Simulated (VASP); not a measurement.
# BN (zincblende type) (F-43m) in VASP: notebook

The runs below take BN (zincblende type) through single point, relaxation of cell and atoms, with LDA.

Program: VASP 6.6.1. These are calculated values, not measurements. Logs are shortened: lines on timing, memory, paths and dates and some standing lists are left out, and cuts for length are marked.

### 1 The cell of the first run

It takes space group F-43m (No. 216, cubic). The conventional cell has a = 3.581 Å, b = 3.581 Å, c = 3.581 Å, α = 90.00°, β = 90.00°, γ = 90.00°. Within 2.1 Å of B (site symmetry -43m) lie 4 N at 1.55 Å. Within 2.1 Å of N (site symmetry -43m) lie 4 B at 1.55 Å.

### 2 Single point, LDA

INCAR

```
ALGO = Normal
EDIFF = 1E-6
ENCUT = 520
GGA = CA
ISIF = 2
ISMEAR = -1
LASPH = True
LCHARG = False
LREAL = False
LWAVE = False
NBANDS = 11
NELM = 100
PREC = Accurate
SIGMA = 0.02
```

KPOINTS

```
k-points
0
Gamma
  13 13 13
```

POSCAR

```
BN
1.0
    0.0000000000      1.7903150549      1.7903150549
    1.7903150549      0.0000000000      1.7903150549
    1.7903150549      1.7903150549      0.0000000000
B N
1 1
Direct
    0.0000000000      0.0000000000      0.0000000000
    0.2500000000      0.2500000000      0.2500000000
```

Potentials or basis: VASP PAW LDA potentials, release 64 (B, N).

Launch:

```console
$ cat potpaw_LDA.64/B/POTCAR potpaw_LDA.64/N/POTCAR > POTCAR
$ mpirun -np 1 vasp_std > vasp.out
```

OUTCAR:

```text
EDIFF = 1E-6
   ENCUT = 520
   GGA = CA
   ISIF = 2
   ISMEAR = -1
   LASPH = True
   LREAL = False
   NELM = 100
   PREC = Accurate

 ion  position               nearest neighbor table
   1  0.000  0.000  0.000-   2 1.55   2 1.55   2 1.55   2 1.55
   2  0.250  0.250  0.250-   1 1.55   1 1.55   1 1.55   1 1.55

  LATTYP: Found a face centered cubic cell.
 ALAT       =     3.5806301098

  Lattice vectors:

 A1 = (   0.0000000000,   1.7903150549,   1.7903150549)
 A2 = (   1.7903150549,   0.0000000000,   1.7903150549)
 A3 = (   1.7903150549,   1.7903150549,   0.0000000000)

Analysis of symmetry for initial positions (statically):
=====================================================================
 Subroutine PRICEL returns:
 Original cell was already a primitive cell.

 Routine SETGRP: Setting up the symmetry group for a
 face centered cubic supercell.

 Subroutine GETGRP returns: Found 24 space group operations
 (whereof 24 operations were pure point group operations)
 out of a pool of 48 trial point group operations.

The static configuration has the point symmetry T_d .

Analysis of symmetry for dynamics (positions and initial velocities):
=====================================================================
 Subroutine PRICEL returns:
 Original cell was already a primitive cell.

 Routine SETGRP: Setting up the symmetry group for a
 face centered cubic supercell.

 Subroutine GETGRP returns: Found 24 space group operations
 (whereof 24 operations were pure point group operations)
 out of a pool of 48 trial point group operations.

The dynamic configuration has the point symmetry T_d .

 Subroutine INISYM returns: Found 24 space group operations
 (whereof 24 operations are pure point group operations),
 and found     1 'primitive' translations

----------------------------------------------------------------------------------------

                                     Primitive cell

  volume of cell :      11.4767

  direct lattice vectors                    reciprocal lattice vectors
     0.000000000  1.790315055  1.790315055    -0.279280453  0.279280453  0.279280453
     1.790315055  0.000000000  1.790315055     0.279280453 -0.279280453  0.279280453
     1.790315055  1.790315055  0.000000000     0.279280453  0.279280453 -0.279280453

  length of vectors
     2.531887832  2.531887832  2.531887832     0.483727935  0.483727935  0.483727935

  position of ions in fractional coordinates (direct lattice)
     0.000000000  0.000000000  0.000000000
     0.250000000  0.250000000  0.250000000

  ion indices of the primitive-cell ions
   primitive index   ion index
                 1           1
                 2           2

----------------------------------------------------------------------------------------

 KPOINTS: k-points

Automatic generation of k-mesh.
 Grid dimensions read from file:
 generate k-points for:   13   13   13

 Generating k-lattice:

  Cartesian coordinates                     Fractional coordinates (reciprocal lattice)
    -0.021483112  0.021483112  0.021483112     0.076923077  0.000000000  0.000000000
     0.021483112 -0.021483112  0.021483112     0.000000000  0.076923077  0.000000000
     0.021483112  0.021483112 -0.021483112     0.000000000  0.000000000  0.076923077

  Length of vectors
     0.037209841  0.037209841  0.037209841

  Shift w.r.t. Gamma in fractional coordinates (k-lattice)
     0.000000000  0.000000000  0.000000000

 Subroutine IBZKPT returns following result:
 ===========================================

 Found     84 irreducible k-points:

 Following reciprocal coordinates:
            Coordinates               Weight
  0.000000  0.000000  0.000000      1.000000
  0.076923  0.000000  0.000000      8.000000
  0.153846  0.000000  0.000000      8.000000
  0.230769  0.000000  0.000000      8.000000
  0.307692  0.000000  0.000000      8.000000
  0.384615  0.000000  0.000000      8.000000
[... 16 lines left out ...]
  0.384615  0.153846  0.000000     24.000000
  0.461538  0.153846  0.000000     24.000000
 [... further k-points ...]
   k-points           NKPTS =     84   k-points in BZ     NKDIM =     84   number of bands    NBANDS=     11
   number of dos      NEDOS =    301   number of ions     NIONS =      2
   total plane-waves  NPLWV =   8000
   dimension x,y,z NGX =    20 NGY =   20 NGZ =   20
   dimension x,y,z NGXF=    40 NGYF=   40 NGZF=   40
   ions per type =               1   1
   NGX,Y,Z   is equivalent  to a cutoff of  13.13, 13.13, 13.13 a.u.
   NGXF,Y,Z  is equivalent  to a cutoff of  26.26, 26.26, 26.26 a.u.
 SYSTEM =  unknown system
   PREC   = accura    normal or accurate (medium, high low for compatibility)
   ISTART =      0    job   : 0-new  1-cont  2-samecut
   ICHARG =      2    charge: 1-file 2-atom 10-const
   ISPIN  =      1    spin polarized calculation?
   LNONCOLLINEAR =      F non collinear calculations
   LSORBIT =      F    spin-orbit coupling
   LASPH  =      T    aspherical Exc in radial PAW
   ENCUT  =  520.0 eV  38.22 Ry    6.18 a.u.   4.71  4.71  4.71*2*pi/ulx,y,z
   NELM   =    100;   NELMIN=  2; NELMDL= -5     # of ELM steps
   EDIFF  = 0.1E-05   stopping-criterion for ELM
   LREAL  =      F    real-space projection
   EDIFFG = 0.1E-04   stopping-criterion for IOM
   NSW    =      0    number of steps for IOM
   IBRION =     -1    ionic relax: 0-MD 1-quasi-New 2-CG
   NFREE  =      0    steps in history (QN), initial steepest desc. (CG)
   ISIF   =      2    stress and relaxation
   ISYM   =      2    0-nonsym 1-usesym 2-fastsym
   POTIM  = 0.5000    time-step for ionic-motion
   TEBEG  =    0.0;   TEEND  =   0.0 temperature during run
   PSTRESS=    0.0 pullay stress
   NELECT =       8.0000    total number of electrons
   NUPDOWN=      -1.0000    fix difference up-down
   EMIN   =  10.00;   EMAX   =-10.00  energy-range for DOS
   EFERMI =   0.00;   METHOD = LEGACY
   ISMEAR =    -1;   SIGMA  =   0.02  broadening in eV -4-tet -1-fermi 0-gaus
   EFERMI_NEDOS =   21; number of points for ismear=-14 and -15
   IALGO  =     38    algorithm
   IMIX   =      4    mixing-type and parameters
     AMIX     =   0.40;   BMIX     =  1.00
     AMIX_MAG =   1.60;   BMIX_MAG =  1.00
  volume/ion in A,a.u.               =       5.74        38.72
  Fermi-wavevector in a.u.,A,eV,Ry     =   1.451550  2.743032 28.667444  2.106998
  Thomas-Fermi vector in A             =   2.569034
   LORBIT       =      0    0 simple, 1 ext, 2 COOP (PROOUT), +10 PAW based schemes
   GGA     = CA    functional components
   LHFCALC =     F    Hartree Fock is set to
   AEXX    =    0.0000 exact exchange contribution
   IVDW    =     0    specifies the selected vdW correction
   LEPSILON=     F    determine dielectric tensor
   LRPA    =     F    only Hartree local field effects (RPA)
 non-spin polarized calculation
  energy-cutoff  :      520.00
  volume of cell :       11.48
 maximum number of plane-waves:       331
   NGX =  9   NGY =  9   NGZ =  9

 number of electron       7.9999999 magnetization

 Free energy of the ion-electron system (eV)
  ---------------------------------------------------
  ext. energy  EPLUGINS =         0.00000000
  ---------------------------------------------------
  free energy    TOTEN  =       -19.41379010 eV

  energy without entropy =      -19.41379010  energy(sigma->0) =      -19.41379010

 E-fermi :   8.1625     XC(G=0): -13.2432

 val. band max:        7.7516200438   @ k =   0.0000   0.0000   0.0000
 cond. band min:      12.2059508365   @ k =   0.4615   0.4615   0.0000
 fundamental gap:      4.4543307927
 Fermi energy:         8.1625267980

 k-point     1 :       0.0000    0.0000    0.0000
  band No.  band energies     occupation
      1     -12.6462      2.00000
      2       7.7516      2.00000
      3       7.7516      2.00000
      4       7.7516      2.00000
      5      16.5700      0.00000
      6      16.5700      0.00000
      7      16.5700      0.00000
      8      18.6604      0.00000
      9      32.7860      0.00000
     10      35.8943      0.00000
     11      35.8943      0.00000

 k-point     2 :       0.0769    0.0000    0.0000
  band No.  band energies     occupation
      1     -12.4982      2.00000
      2       6.9556      2.00000
      3       7.5900      2.00000
      4       7.5900      2.00000
      5      16.8068      0.00000
      6      16.8140      0.00000
      7      16.8140      0.00000
      8      19.1000      0.00000
      9      32.5064      0.00000
     10      33.6697      0.00000
     11      33.6697      0.00000

 k-point     3 :       0.1538    0.0000    0.0000
  band No.  band energies     occupation
      1     -12.0587      2.00000
      2       5.0654      2.00000
      3       7.1869      2.00000
      4       7.1869      2.00000
      5      17.2088      0.00000
      6      17.3997      0.00000
      7      17.3997      0.00000
      8      20.1907      0.00000
      9      31.8717      0.00000
     10      32.0821      0.00000
     11      32.0821      0.00000

 k-point     4 :       0.2308    0.0000    0.0000
  band No.  band energies     occupation
      1     -11.3425      2.00000
      2       2.7701      2.00000
      3       6.7016      2.00000
      4       6.7016      2.00000
      5      17.5907      0.00000
      6      18.0067      0.00000
      7      18.0067      0.00000
      8      21.3585      0.00000
      9      31.3024      0.00000
     10      31.4785      0.00000
     11      31.4785      0.00000
[... 239 lines left out ...]
 k-point    22 :       0.3077    0.1538    0.0000
  band No.  band energies     occupation
      1     -10.5514      2.00000
      2       2.1454      2.00000
      3       5.1083      2.00000
      4       5.5803      2.00000
      5      15.9681      0.00000
      6      19.9727      0.00000
      7      20.3028      0.00000
      8      20.7438      0.00000
      9      27.1939      0.00000
     10      34.4072      0.00000
     11      35.7350      0.00000

 k-point    23 :       0.3846    0.1538    0.0000
  band No.  band energies     occupation
      1      -9.5575      2.00000
      2       0.0564      2.00000
      3       4.8563      2.00000
      4       4.9957      2.00000
      5      16.3713      0.00000
      6      20.1631      0.00000
      7      20.4922      0.00000
      8      21.4793      0.00000
      9      28.0734      0.00000
     10      34.1904      0.00000
     11      36.0300      0.00000

 k-point    24 :       0.4615    0.1538    0.0000
  band No.  band energies     occupation
      1      -8.5078      2.00000
      2      -1.7293      2.00000
      3       4.4240      2.00000
      4       4.8242      2.00000
      5      16.6770      0.00000
      6      20.1865      0.00000
      7      20.3493      0.00000
      8      22.6079      0.00000
      9      28.6702      0.00000
     10      34.2989      0.00000
     11      36.0443      0.00000

 [... further k-points ...]
[... 5 lines left out ...]
  --------------------------------------------------------------------------------------
  -------------------------------------------------------------------------------------
  Total        0.0709127      0.0709127      0.0709127      0.0000000     -0.0000000      0.0000000
  in kB        9.8995646      9.8995646      9.8995646      0.0000000     -0.0000000      0.0000000
  external PRESSURE =       9.8995646 kB  Pullay stress =       0.0000000 kB

 VOLUME and BASIS-vectors are now :
 -----------------------------------------------------------------------------
  energy-cutoff  :      520.00
  volume of cell :       11.48
      direct lattice vectors                 reciprocal lattice vectors
     0.000000000  1.790315055  1.790315055    -0.279280453  0.279280453  0.279280453
     1.790315055  0.000000000  1.790315055     0.279280453 -0.279280453  0.279280453
     1.790315055  1.790315055  0.000000000     0.279280453  0.279280453 -0.279280453

 POSITION                                       TOTAL-FORCE (eV/Angst)
 -----------------------------------------------------------------------------------
      0.00000      0.00000      0.00000         0.000000     -0.000000      0.000000
      0.89516      0.89516      0.89516        -0.000000      0.000000     -0.000000
 -----------------------------------------------------------------------------------
    total drift:                               -0.000000     -0.000000     -0.000000

  FREE ENERGIE OF THE ION-ELECTRON SYSTEM (eV)
  ---------------------------------------------------
  free  energy   TOTEN  =       -19.4137901018 eV

  energy  without entropy=      -19.4137901018  energy(sigma->0) =      -19.41379010
```

Run time: 5.2 s. Hardware: 1 thread of AMD EPYC 9R45 (Zen 5), shared host; peak memory 0.09 GiB.

What came out:

| Quantity | Value |
| --- | --- |
| Free energy | -19.4138 eV |
| Pressure | 1.0 GPa |
| Band gap on the k mesh | 4.45 eV, indirect (least direct gap 8.82 eV) |

Levels at points of the mesh, in eV from the valence-band top:
```tsv
k point	band 1	band 2	band 3	band 4	band 5	band 6	band 7	band 8	band 9
(0.00, 0.00, 0.00)	-20.40	0.00	0.00	0.00	8.82	8.82	8.82	10.91	25.03
```

A k mesh can miss the band edges. A hybrid or GW would open this gap; LDA tends to underestimate it.

### 3 Single point, LDA

This run uses another cell than the first one: it holds 4 atoms, not 2.

INCAR

```
SYSTEM = BN
PREC = Accurate ; ENCUT = 520
EDIFF = 1E-6 ; ISMEAR = -1
SIGMA = 0.02 ; LREAL = .FALSE.
LASPH = .TRUE. ; NELM = 100
ALGO = Normal ; ISIF = 2
LWAVE = .FALSE. ; LCHARG = .FALSE.
GGA = CA ; NBANDS = 16
```

KPOINTS

```
Automatic mesh
0
G
  10 7 10
  0 0 0
```

POSCAR

```
BN
1.0
   -1.7903150549      1.7903150549      0.0000000000
    0.0000000000      0.0000000000      3.5806301097
    1.7903150549      1.7903150549      0.0000000000
B N
2 2
Direct
    0.0000000000      0.0000000000      0.0000000000
    0.5000000000      0.5000000000      0.5000000000
    0.0000000000      0.2500000000      0.5000000000
    0.5000000000      0.7500000000      0.0000000000
```

Potentials or basis: VASP PAW LDA potentials, release 64 (B, N).

Launch:

```console
$ cat potpaw_LDA.64/B/POTCAR potpaw_LDA.64/N/POTCAR > POTCAR
$ mpirun -np 1 vasp_std > vasp.out
```

Wall time 12 s (1 thread of AMD EPYC 9R45 (Zen 5), shared host); peak memory 0.1 GiB.

The run converged. Its results:

| Quantity | Value |
| --- | --- |
| Free energy | -38.8276 eV |
| Pressure | 1.0 GPa |
| Band gap on the k mesh | 4.38 eV |

Levels at points of the mesh, in eV from the valence-band top:
```
           k point  band 5  band 6  band 7  band 8  band 9  band 10  band 11  band 12
(0.00, 0.00, 0.00)   -5.07    0.00    0.00    0.00    4.38     8.82     8.82     8.82
(0.50, 0.00, 0.00)   -5.73   -5.73   -2.16   -2.16    9.75     9.75    12.25    12.25
(0.50, 0.00, 0.50)   -5.07   -5.07   -5.07   -5.07    4.38     4.38     9.31     9.31
```

### 4 Single point, LDA

This run uses another cell than the first one: it holds 4 atoms, not 2.

INCAR

```
SYSTEM = BN
  ALGO = Normal
  EDIFF = 1E-6
  ENCUT = 520
  ISIF = 2
  ISMEAR = -1
  LASPH = .True.
  LCHARG = .False.
  LREAL = .False.
  LWAVE = .False.
  NBANDS = 16
  NELM = 80
  PREC = Accurate
  SIGMA = 0.02
```

KPOINTS

```
k-points
0
Gamma
  10 7 10
  0 0 0
```

POSCAR is that of step 3.

Launch:

```console
$ cat potpaw_LDA.64/B/POTCAR potpaw_LDA.64/N/POTCAR > POTCAR
$ mpirun -np 1 vasp_std > vasp.out
```

Run time: 12 s. Hardware: 1 thread of AMD EPYC 9R45 (Zen 5), shared host; peak memory 0.1 GiB.

The run converged. Its results:

- Free energy: -38.8276 eV
- Pressure: 1.0 GPa
- Band gap on the k mesh: 4.38 eV

Levels at points of the mesh, in eV from the valence-band top:
| k point | band 6 | band 7 | band 8 | band 9 | band 10 | band 11 |
| --- | --- | --- | --- | --- | --- | --- |
| (0.00, 0.00, 0.00) | 0.00 | 0.00 | 0.00 | 4.38 | 8.82 | 8.82 |
| (0.50, 0.00, 0.00) | -5.73 | -2.16 | -2.16 | 9.75 | 9.75 | 12.25 |
| (0.50, 0.00, 0.50) | -5.07 | -5.07 | -5.07 | 4.38 | 4.38 | 9.31 |

A k mesh can miss the band edges. As with any semilocal functional, this LDA gap is likely too small.

### 5 Relaxation of cell and atoms, LDA

This run uses another cell than the first one, of 10.00 Å³/atom, 1.743 times its volume.

INCAR

```
PREC = Accurate
ENCUT = 600
EDIFF = 1E-6
ISMEAR = -1
SIGMA = 0.02
LREAL = F
LASPH = T
NELM = 60
ALGO = Normal
ISIF = 3
LWAVE = F
LCHARG = F
GGA = CA
IBRION = 2
NSW = 60
EDIFFG = -0.005
```

KPOINTS

```
Automatic mesh
0
Gamma
  13 13 13
```

POSCAR

```
BN
1.0
    0.0000000000      2.1544346900      2.1544346900
    2.1544346900      0.0000000000      2.1544346900
    2.1544346900      2.1544346900      0.0000000000
B N
1 1
Direct
    0.0000000000      0.0000000000      0.0000000000
    0.2500000000      0.2500000000      0.2500000000
```

Launch:

```console
$ cat potpaw_LDA.64/B/POTCAR potpaw_LDA.64/N/POTCAR > POTCAR
$ mpirun -np 1 vasp_std > vasp.out
```

It took 22 s on 1 thread of AMD EPYC 9R45 (Zen 5), shared host; peak memory 0.1 GiB.

The run converged. Its results:

- Free energy: -19.4301 eV
- Relaxed volume: 5.75 Å³/atom
- Relaxed cell: a = 2.534 Å, b = 2.534 Å, c = 2.534 Å, α = 60.00°, β = 60.00°, γ = 60.00°
- Space group after relaxing (to 0.05 Å): F-43m (No. 216)
- Energy gained by relaxing: 1607.9 meV/atom
- Ionic steps: 6
- Pressure after relaxing: 0.0 GPa
- Band gap on the k mesh: 4.45 eV, indirect (least direct gap 8.81 eV)

The path:
```csv
step,energy change (eV),largest force (eV/Å),pressure (GPa),volume (Å³)
1,0.0000,0.0000,-77.19,20.00
2,-2.2652,0.0000,148.92,9.04
3,-3.2144,0.0000,-3.73,11.61
4,-3.2156,0.0000,1.05,11.47
5,-3.2156,0.0000,-1.04,11.53
6,-3.2157,0.0000,0.00,11.50
```

Final structure:
```yaml
crystal:
  lattice:
    - [0.00000, 1.79169, 1.79169]
    - [1.79169, 0.00000, 1.79169]
    - [1.79169, 1.79169, 0.00000]
  atoms:
    - { symbol: B, position: [0.00000, 0.00000, 0.00000] }
    - { symbol: N, position: [0.25000, 0.25000, 0.25000] }
```

Levels at points of the mesh, in eV from the valence-band top:
```csv
k point,band 1,band 2,band 3,band 4,band 5,band 6,band 7,band 8
"(0.00, 0.00, 0.00)",-20.37,0.00,0.00,0.00,8.81,8.81,8.81,10.87
```

Caveat: the volume moved by over 15 % at a fixed basis, so the end points are rough. A k mesh can miss the band edges.

### 6 Overview

```tsv
task	cell	k mesh	cutoff (eV)	gap on the mesh (eV)	pressure (GPa)
single point	a = 2.532 Å, angles 60.0°, 2 atoms	13 × 13 × 13	520	4.45	1.0
single point	a = 2.532, b = 3.581 Å, 4 atoms	10 × 7 × 10	520	4.38	1.0
relaxation of cell and atoms	relaxed from a = 3.047 Å, angles 60.0°, 2 atoms	13 × 13 × 13	600	4.45	0.0
```

Alike in all rows: level LDA; potentials or basis VASP PAW LDA potentials, release 64 (B, N); no spin polarisation; smearing fermi-dirac 0.02 eV.

Caveats: the volume moved by over 15 % at a fixed basis, so the end points are rough (some runs).

Total energies depend on the potentials used, so only differences within one code and one set of settings carry meaning.
